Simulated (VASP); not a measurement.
HfOs3:

```
Hf Os
1.0
     3.97356    0.00000    0.00000
     0.00000    3.97356    0.00000
     0.00000    0.00000    3.97356
Hf Os
1 3
Direct
  0.00000 0.00000 0.00000
  0.50000 0.50000 0.00000
  0.50000 0.00000 0.50000
  0.00000 0.50000 0.50000
```

Base run:

| Property | Result |
| --- | --- |
| Program | VASP 6.6.1 |
| Functional | revPBE |
| Potentials or basis | VASP PAW PBE potentials, release 64 (Hf_pv, Os) |
| Cutoff | 520 eV |
| k mesh | 5 × 5 × 5 |
| Occupations | fermi-dirac, width 0.1 eV |
| Spin | no spin polarisation |

Its results: band gap on the k mesh zero (bands 17 and 18 overlap by 3.24 eV); pressure 2.8 GPa.

Task: The run is repeated on the same cell with these changes: functional from revPBE to PBE. What comes out?

Result: Band gap on the k mesh zero (bands 17 and 18 overlap by 3.24 eV); pressure 0.1 GPa.

PBE binds more tightly than revPBE, so the same cell stands under less pressure.

Caveats: spin-orbit coupling is left out, which moves the levels of the heavy elements; the PAW data sets were made with another functional, which shifts forces and pressure a little (at least some runs).
